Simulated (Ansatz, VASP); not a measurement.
# Rh: VASP beside Ansatz

Contents of INCAR:

```
PREC = Accurate
ENCUT = 520
EDIFF = 1E-7
ISMEAR = 0
SIGMA = 0.15
LREAL = False
LASPH = True
NELM = 80
ALGO = Fast
ISIF = 2
LWAVE = False
LCHARG = True
GGA = PS
LELF = True
LVHAR = True
NBANDS = 14
```

The input KPOINTS:

```
regular mesh
0
Gamma
  22 22 22
```

POSCAR

```
Rh
1.0
    0.0000000000      1.8064725000      1.9015500000
    1.8064725000      0.0000000000      1.9015500000
    1.8064725000      1.8064725000      0.0000000000
Rh
1
Direct
    0.0000000000      0.0000000000      0.0000000000
```

Input for Ansatz:

```yaml
crystal:
  lattice:
    - [0.0, 1.8064725, 1.90155]
    - [1.8064725, 0.0, 1.90155]
    - [1.8064725, 1.8064725, 0.0]
  atoms:
    - { symbol: Rh, position: [0.0, 0.0, 0.0] }
basis:
  ecutwfc: 420
kpoints:
  mp_grid: { grid: [22, 22, 22] }
hamiltonian:
  xc: pbesol
scf:
  occupations: { method: gaussian, width: 0.15 }
output:
  forces: true
  stress: true
  eigenvalues: true
```

Change from the starting cell: strain -0.050 along x and y, +0.000 along z, atoms carried along.

Alike in both runs: task single point; functional PBEsol; k mesh 22 × 22 × 22; occupations gaussian, width 0.15 eV; no spin polarisation.

```csv
,VASP,Ansatz
version,VASP 6.6.1,Ansatz 0.2.0
potentials or method,"VASP PAW PBE potentials, release 64 (Rh_pv), cutoff 520 eV","scalar-relativistic, plane waves, PAW"
valence electrons in the cell,15,17
```

```tsv
	VASP	Ansatz	Ansatz less VASP
gap on the k mesh at the Fermi level (eV)	none	none	-
pressure (GPa)	31.4	31.5	+0.08
traceless stress, the component that is largest in VASP (GPa)	-11.72	-11.73	-0.010
```

VASP's potentials were made for PBE, not for PBEsol. A gap of «none» marks a metal or a gap that the smearing closes. Both programs put the cell under a high pressure, so it lies far from rest at this level. VASP's potentials hold 15 valence electrons a cell and Ansatz's 17, so a difference there can come from the potentials and not from the codes.
